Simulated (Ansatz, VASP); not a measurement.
# Two plane-wave programs on Rh

INCAR

```
PREC = Accurate
ENCUT = 520
EDIFF = 1E-6
ISMEAR = -1
SIGMA = 0.1
LREAL = F
LASPH = T
NELM = 80
ALGO = Normal
ISIF = 2
LWAVE = F
LCHARG = F
GGA = PE
NBANDS = 22
```

The input KPOINTS:

```
regular mesh
0
Gamma
  11 11 11
```

POSCAR

```
Rh
1.0
    0.0000000000      2.6829655175      2.6829655175
    2.6829655175      0.0000000000      2.6829655175
    2.6829655175      2.6829655175      0.0000000000
Rh
2
Direct
    0.1250000000      0.1250000000      0.1250000000
    0.8750000000      0.8750000000      0.8750000000
```

Input for Ansatz:

```yaml
crystal:
  lattice:
    - [0.0, 2.6829655175, 2.6829655175]
    - [2.6829655175, 0.0, 2.6829655175]
    - [2.6829655175, 2.6829655175, 0.0]
  atoms:
    - { symbol: Rh, position: [0.125, 0.125, 0.125] }
    - { symbol: Rh, position: [0.875, 0.875, 0.875] }
hamiltonian:
  xc: pbe
  pseudopotentials:
    kind: paw
    azcp:
      Rh: "pseudopotentials/Rh.paw.azcp"
basis:
  ecutwfc: 420
  fft_grid_basis: typed
kpoints:
  mp_grid: { grid: [11, 11, 11], shift: [0, 0, 0] }
magnetization:
  spin_polarized: false
scf:
  occupations: { method: fermi_dirac, width: 0.1 }
  lower_state_search: "off"
output:
  stress: true
```

Alike in both runs: task single point; functional PBE; k mesh 11 × 11 × 11; occupations fermi-dirac, width 0.1 eV; no spin polarisation.

|  | VASP | Ansatz |
| --- | --- | --- |
| version | VASP 6.6.1 | Ansatz 0.2.0 |
| potentials or method | VASP PAW PBE potentials, release 64 (Rh_pv), cutoff 520 eV | plane waves (420 eV) with PAW, scalar-relativistic |
| valence electrons in the cell | 30 | 34 |

VASP gave:

```
pressure (GPa) : 13.3
```

Problem. What did Ansatz give for the same quantities?

Solution. Pressure (GPa): 13.0.

VASP's potentials hold 30 valence electrons a cell and Ansatz's 34, so a difference there can come from the potentials and not from the codes.
